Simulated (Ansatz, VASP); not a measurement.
## Two plane-wave programs on BC7

Contents of INCAR:

```
SYSTEM = BC7
  ALGO = Normal
  EDIFF = 1E-6
  ENCUT = 520
  GGA = PE
  ISIF = 2
  ISMEAR = -1
  LASPH = .TRUE.
  LCHARG = .FALSE.
  LREAL = .FALSE.
  LWAVE = .FALSE.
  NBANDS = 26
  NELM = 100
  PREC = Accurate
  SIGMA = 0.05
```

KPOINTS

```
k-points
0
G
  6 6 6
  0 0 0
```

The input POSCAR:

```
BC7
1.0
    3.6201530000      0.0000000000      0.0000000000
    0.0000000000      3.6201530000      0.0000000000
    0.0000000000      0.0000000000      3.6201530000
B C
1 7
Direct
    0.0000000000      0.0000000000      0.0000000000
    0.0000000000      0.5000000000      0.5000000000
    0.5000000000      0.5000000000      0.0000000000
    0.5000000000      0.0000000000      0.5000000000
    0.7452210000      0.7452210000      0.2547790000
    0.7452210000      0.2547790000      0.7452210000
    0.2547790000      0.7452210000      0.7452210000
    0.2547790000      0.2547790000      0.2547790000
```

Input for Ansatz:

```yaml
crystal:
  lattice:
    - [3.620153, 0.0, 0.0]
    - [0.0, 3.620153, 0.0]
    - [0.0, 0.0, 3.620153]
  atoms:
    - { symbol: B, position: [0.0, 0.0, 0.0] }
    - { symbol: C, position: [0.0, 0.5, 0.5] }
    - { symbol: C, position: [0.5, 0.5, 0.0] }
    - { symbol: C, position: [0.5, 0.0, 0.5] }
    - { symbol: C, position: [0.745221, 0.745221, 0.254779] }
    - { symbol: C, position: [0.745221, 0.254779, 0.745221] }
    - { symbol: C, position: [0.254779, 0.745221, 0.745221] }
    - { symbol: C, position: [0.254779, 0.254779, 0.254779] }
kpoints:
  mp_grid:
    grid: [6, 6, 6]
hamiltonian:
  xc: pbe
scf:
  occupations:
    method: fermi_dirac
    width: 0.05
basis:
  ecutwfc: "38 Ry"
output:
  forces: true
```

Alike in both runs: task single point; functional PBE; k mesh 6 × 6 × 6; occupations fermi-dirac, width 0.05 eV; no spin polarisation.

|  | VASP | Ansatz |
| --- | --- | --- |
| version | VASP 6.6.1 | Ansatz 0.2.0 |
| potentials or method | VASP PAW PBE potentials, release 64 (B, C), cutoff 520 eV | plane waves, PAW |
| valence electrons in the cell | 31 | 31 |

Ansatz gave:

```
rms of the force components (eV/Å) : 0.005
```

Problem. What did VASP give for the same quantities?

Solution. rms of the force components (eV/Å): 0.009.

Atom by atom the forces differ by 0.003 eV/Å (rms over components).
